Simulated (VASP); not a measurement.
# TaSi5B2 (F-43m) in VASP: a series of runs, part 2 of 3

VASP 6.6.1. The steps go on from the part before.

**3. Single point, PBE**

This run uses another cell than the first one, of 28.95 Å³/atom.

INCAR reads:

```
SYSTEM = TaSi5B2
PREC = Accurate
ENCUT = 500
EDIFF = 1E-6
ISMEAR = 0
SIGMA = 0.2
LREAL = .FALSE.
LASPH = .TRUE.
NELM = 120
ALGO = Normal
ISIF = 2
LWAVE = .FALSE.
LCHARG = .TRUE.
GGA = PE
LELF = .TRUE.
LVHAR = .TRUE.
NBANDS = 28
GGA_COMPAT = .FALSE.
```

KPOINTS reads:

```
Automatic mesh
0
G
  4 4 4
  0 0 0
```

POSCAR reads:

```
TaSi5B2
1.0
    0.0000000000      4.8742577008      4.8742577008
    4.8742577008      0.0000000000      4.8742577008
    4.8742577008      4.8742577008      0.0000000000
Ta Si B
1 5 2
Direct
    0.0000000000      0.0000000000      0.0000000000
    0.8617038507      0.8617038507      0.8617038507
    0.8617038507      0.8617038507      0.4148884478
    0.8617038507      0.4148884478      0.8617038507
    0.4148884478      0.8617038507      0.8617038507
    0.2500000000      0.2500000000      0.2500000000
    0.7500000000      0.7500000000      0.7500000000
    0.5000000000      0.5000000000      0.5000000000
```

Potentials or basis: VASP PAW PBE potentials, release 64 (Ta_pv, Si, B).

Started as:

```
$ cat potpaw_PBE.64/Ta_pv/POTCAR potpaw_PBE.64/Si/POTCAR potpaw_PBE.64/B/POTCAR > POTCAR
$ mpirun -np 1 vasp_std > vasp.out
```

OUTCAR:

```text
SYSTEM = TaSi5B2
   PREC = Accurate
   ENCUT = 500
   EDIFF = 1E-6
   ISMEAR = 0
   LREAL = .FALSE.
   LASPH = .TRUE.
   NELM = 120
   ISIF = 2
   GGA = PE

 ion  position               nearest neighbor table
   1  0.000  0.000  0.000-   3 2.34   4 2.34   5 2.34   2 2.34
   2  0.862  0.862  0.862-   7 1.89   1 2.34   4 3.08   5 3.08   3 3.08
   3  0.862  0.862  0.415-   7 1.89   1 2.34   4 3.08   5 3.08   2 3.08
   4  0.862  0.415  0.862-   7 1.89   1 2.34   3 3.08   5 3.08   2 3.08
   5  0.415  0.862  0.862-   7 1.89   1 2.34   3 3.08   4 3.08   2 3.08
   6  0.250  0.250  0.250-
   7  0.750  0.750  0.750-   2 1.89   3 1.89   4 1.89   5 1.89
   8  0.500  0.500  0.500-

  LATTYP: Found a face centered cubic cell.
 ALAT       =     9.7485154016

  Lattice vectors:

 A1 = (   0.0000000000,   4.8742577008,   4.8742577008)
 A2 = (   4.8742577008,   0.0000000000,   4.8742577008)
 A3 = (   4.8742577008,   4.8742577008,   0.0000000000)

Analysis of symmetry for initial positions (statically):
=====================================================================
 Subroutine PRICEL returns:
 Original cell was already a primitive cell.

 Routine SETGRP: Setting up the symmetry group for a
 face centered cubic supercell.

 Subroutine GETGRP returns: Found 24 space group operations
 (whereof 24 operations were pure point group operations)
 out of a pool of 48 trial point group operations.

The static configuration has the point symmetry T_d .

Analysis of symmetry for dynamics (positions and initial velocities):
=====================================================================
 Subroutine PRICEL returns:
 Original cell was already a primitive cell.

 Routine SETGRP: Setting up the symmetry group for a
 face centered cubic supercell.

 Subroutine GETGRP returns: Found 24 space group operations
 (whereof 24 operations were pure point group operations)
 out of a pool of 48 trial point group operations.

The dynamic configuration has the point symmetry T_d .

 Subroutine INISYM returns: Found 24 space group operations
 (whereof 24 operations are pure point group operations),
 and found     1 'primitive' translations

----------------------------------------------------------------------------------------

                                     Primitive cell

  volume of cell :     231.6090

  direct lattice vectors                    reciprocal lattice vectors
     0.000000000  4.874257701  4.874257701    -0.102579722  0.102579722  0.102579722
     4.874257701  0.000000000  4.874257701     0.102579722 -0.102579722  0.102579722
     4.874257701  4.874257701  0.000000000     0.102579722  0.102579722 -0.102579722

  length of vectors
     6.893241347  6.893241347  6.893241347     0.177673290  0.177673290  0.177673290

  position of ions in fractional coordinates (direct lattice)
     0.000000000  0.000000000  0.000000000
     0.861703851  0.861703851  0.861703851
     0.861703851  0.861703851  0.414888448
     0.861703851  0.414888448  0.861703851
     0.414888448  0.861703851  0.861703851
     0.250000000  0.250000000  0.250000000
     0.750000000  0.750000000  0.750000000
     0.500000000  0.500000000  0.500000000
[... 40 lines left out ...]
  0.000000  0.000000  0.000000      1.000000
  0.250000  0.000000  0.000000      8.000000
  0.500000  0.000000  0.000000      4.000000
  0.250000  0.250000  0.000000      6.000000
  0.500000  0.250000  0.000000     24.000000
 -0.250000  0.250000  0.000000     12.000000
  0.500000  0.500000  0.000000      3.000000
 -0.250000  0.500000  0.250000      6.000000
   k-points           NKPTS =      8   k-points in BZ     NKDIM =      8   number of bands    NBANDS=     28
   number of dos      NEDOS =    301   number of ions     NIONS =      8
   total plane-waves  NPLWV = 125000
   dimension x,y,z NGX =    50 NGY =   50 NGZ =   50
   dimension x,y,z NGXF=   100 NGYF=  100 NGZF=  100
   ions per type =               1   5   2
   NGX,Y,Z   is equivalent  to a cutoff of  12.06, 12.06, 12.06 a.u.
   NGXF,Y,Z  is equivalent  to a cutoff of  24.12, 24.12, 24.12 a.u.
 SYSTEM =  TaSi5B2
   PREC   = accura    normal or accurate (medium, high low for compatibility)
   ISTART =      0    job   : 0-new  1-cont  2-samecut
   ICHARG =      2    charge: 1-file 2-atom 10-const
   ISPIN  =      1    spin polarized calculation?
   LNONCOLLINEAR =      F non collinear calculations
   LSORBIT =      F    spin-orbit coupling
   LASPH  =      T    aspherical Exc in radial PAW
   ENCUT  =  500.0 eV  36.75 Ry    6.06 a.u.  12.57 12.57 12.57*2*pi/ulx,y,z
   NELM   =    120;   NELMIN=  2; NELMDL= -5     # of ELM steps
   EDIFF  = 0.1E-05   stopping-criterion for ELM
   LREAL  =      F    real-space projection
   EDIFFG = 0.1E-04   stopping-criterion for IOM
   NSW    =      0    number of steps for IOM
   IBRION =     -1    ionic relax: 0-MD 1-quasi-New 2-CG
   NFREE  =      0    steps in history (QN), initial steepest desc. (CG)
   ISIF   =      2    stress and relaxation
   ISYM   =      2    0-nonsym 1-usesym 2-fastsym
   POTIM  = 0.5000    time-step for ionic-motion
   TEBEG  =    0.0;   TEEND  =   0.0 temperature during run
   PSTRESS=    0.0 pullay stress
   NELECT =      37.0000    total number of electrons
   NUPDOWN=      -1.0000    fix difference up-down
   EMIN   =  10.00;   EMAX   =-10.00  energy-range for DOS
   EFERMI =   0.00;   METHOD = LEGACY
   ISMEAR =     0;   SIGMA  =   0.20  broadening in eV -4-tet -1-fermi 0-gaus
   EFERMI_NEDOS =   21; number of points for ismear=-14 and -15
   IALGO  =     38    algorithm
   IMIX   =      4    mixing-type and parameters
     AMIX     =   0.40;   BMIX     =  1.00
     AMIX_MAG =   1.60;   BMIX_MAG =  1.00
  volume/ion in A,a.u.               =      28.95       195.37
  Fermi-wavevector in a.u.,A,eV,Ry     =   0.888294  1.678633 10.735907  0.789067
  Thomas-Fermi vector in A             =   2.009705
   LORBIT       =      0    0 simple, 1 ext, 2 COOP (PROOUT), +10 PAW based schemes
   GGA     = PE    functional components
   LHFCALC =     F    Hartree Fock is set to
   AEXX    =    0.0000 exact exchange contribution
   IVDW    =     0    specifies the selected vdW correction
   LEPSILON=     F    determine dielectric tensor
   LRPA    =     F    only Hartree local field effects (RPA)
 non-spin polarized calculation
 Gauss-broadening in eV      SIGMA  =   0.20
  energy-cutoff  :      500.00
  volume of cell :      231.61
 maximum number of plane-waves:      5961
   NGX = 25   NGY = 25   NGZ = 25

 number of electron      37.0000001 magnetization

 Free energy of the ion-electron system (eV)
  ---------------------------------------------------
  ext. energy  EPLUGINS =         0.00000000
  ---------------------------------------------------
  free energy    TOTEN  =       -37.51960005 eV

  energy without entropy =      -37.40620850  energy(sigma->0) =      -37.46290428

 E-fermi :   1.7741     XC(G=0):  -7.9392

 val. band max:        1.7693682535   @ k =   0.5000   0.2500   0.0000
 cond. band min:       1.8078711719   @ k =  -0.2500   0.2500   0.0000
 fundamental gap:      0.0385029184
 Fermi energy:         1.7741470398

 k-point     1 :       0.0000    0.0000    0.0000
  band No.  band energies     occupation
      1     -32.1264      2.00000
      2     -32.1264      2.00000
      3     -32.1264      2.00000
      4      -9.5319      2.00000
      5      -5.4521      2.00000
      6      -5.4521      2.00000
[... 237 lines left out ...]
     27       3.5527      0.00000
     28       4.3304      0.00000

------------------------ aborting loop because EDIFF is reached ----------------------------------------

  FORCE on cell =-STRESS in cart. coord.  units (eV):
  Direction    XX          YY          ZZ          XY          YZ          ZX
  --------------------------------------------------------------------------------------
  -------------------------------------------------------------------------------------
  Total        0.1792293      0.1792293      0.1792293     -0.0000000     -0.0000000      0.0000000
  in kB        1.2398360      1.2398360      1.2398360     -0.0000000     -0.0000000      0.0000000
  external PRESSURE =       1.2398360 kB  Pullay stress =       0.0000000 kB

 VOLUME and BASIS-vectors are now :
 -----------------------------------------------------------------------------
  energy-cutoff  :      500.00
  volume of cell :      231.61
      direct lattice vectors                 reciprocal lattice vectors
     0.000000000  4.874257701  4.874257701    -0.102579722  0.102579722  0.102579722
     4.874257701  0.000000000  4.874257701     0.102579722 -0.102579722  0.102579722
     4.874257701  4.874257701  0.000000000     0.102579722  0.102579722 -0.102579722

 POSITION                                       TOTAL-FORCE (eV/Angst)
 -----------------------------------------------------------------------------------
      0.00000      0.00000      0.00000        -0.000000     -0.000000     -0.000000
      8.40033      8.40033      8.40033        -0.031827     -0.031827     -0.031827
      6.22244      6.22244      8.40033         0.031827      0.031827     -0.031827
      6.22244      8.40033      6.22244         0.031827     -0.031827      0.031827
      8.40033      6.22244      6.22244        -0.031827      0.031827      0.031827
      2.43713      2.43713      2.43713        -0.000000     -0.000000     -0.000000
      7.31139      7.31139      7.31139        -0.000000     -0.000000     -0.000000
      4.87426      4.87426      4.87426        -0.000000     -0.000000     -0.000000
 -----------------------------------------------------------------------------------
    total drift:                               -0.000000     -0.000000     -0.000000

  FREE ENERGIE OF THE ION-ELECTRON SYSTEM (eV)
  ---------------------------------------------------
  free  energy   TOTEN  =       -37.5196000508 eV

  energy  without entropy=      -37.4062084997  energy(sigma->0) =      -37.46290428
```

Wall time 2.4 min (1 thread of Intel Xeon 8259CL, shared host); peak memory 0.36 GiB.

Results:

```yaml
Free_energy: -37.5196 eV
Pressure: 0.1 GPa
Largest_force: 0.055 eV/Å
Band_gap_on_the_k_mesh: zero (an odd number of electrons rules out a gap without spin polarisation)
```

Forces in eV/Å, atoms in the order of the input:
```
Ta   0.000  0.000  0.000
Si  -0.032 -0.032 -0.032
Si   0.032  0.032 -0.032
Si   0.032 -0.032  0.032
Si  -0.032  0.032  0.032
Si   0.000  0.000  0.000
B    0.000  0.000  0.000
B    0.000  0.000  0.000
```

Levels at points of the mesh, in eV from the Fermi level:
```csv
k point,band 16,band 17,band 18,band 19,band 20,band 21
"(0.00, 0.00, 0.00)",-1.27,-1.27,-1.27,-0.21,-0.21,-0.21
"(0.50, 0.00, 0.00)",-0.94,-0.94,-0.56,0.09,0.42,0.42
"(0.50, 0.50, 0.00)",-1.28,-1.28,-1.08,-0.13,0.50,0.50
```

Caveat: spin-orbit coupling is left out, which moves the levels of the heavy elements.

[end of part 2 of 3]
